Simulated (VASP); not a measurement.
Sc: electric field gradients with LDA

Crystal: Sc.

```
CELL_PARAMETERS angstrom
3.35234 0.00000 0.00000
-1.67617 2.90321 0.00000
0.00000 0.00000 5.33732
ATOMIC_POSITIONS crystal
Sc 0.33333 0.66667 0.25000
Sc 0.66667 0.33333 0.75000
```

This cell differs from its parent crystal: volume scaled by 1.04.

| Quantity | Value |
| --- | --- |
| Program | VASP 6.6.1 |
| Task | electric field gradients |
| Functional | LDA |
| Potentials or basis | VASP PAW LDA potentials, release 64 (Sc_sv) |
| Cutoff | 520 eV |
| k mesh | 13 × 13 × 7 |
| Occupations | fermi-dirac, width 0.03 eV |
| Spin | no spin polarisation |
| Dipole correction | no |
| Further INCAR settings | ALGO = Normal; EDIFF = 1e-08; NBANDS = 18 |

```json
{"Pressure": "-6.8 GPa", "Band gap on the k mesh": "zero (band 11 reaches 3.85 eV, above the bottom of band 12 at 2.73 eV)"}
```

Stress tensor (GPa, compression positive):
```
-6.27  0.00  0.00
 0.00 -6.27  0.00
 0.00  0.00 -7.93
```

Levels at points of the mesh, in eV from the Fermi level:
```tsv
k point	band 8	band 9	band 10	band 11	band 12	band 13	band 14	band 15
(0.00, 0.00, 0.00)	-27.72	-4.99	-1.63	0.45	1.47	1.47	1.59	1.86
```

Electric field gradients, principal values (V/Å²):
| atom | least | middle | greatest (by size) |
| --- | --- | --- | --- |
| 1 Sc | -4.291 | -4.293 | 8.584 |
| 2 Sc | -4.291 | -4.293 | 8.584 |

Run time: 34 s on 1 thread of Intel(R) Xeon(R) 6975P-C (Granite Rapids), on a shared host, peak memory 0.19 GiB.

Caveat: without QUAD_EFG the Cq values of the log hold for a quadrupole moment of 1 mb, not for the nuclei.
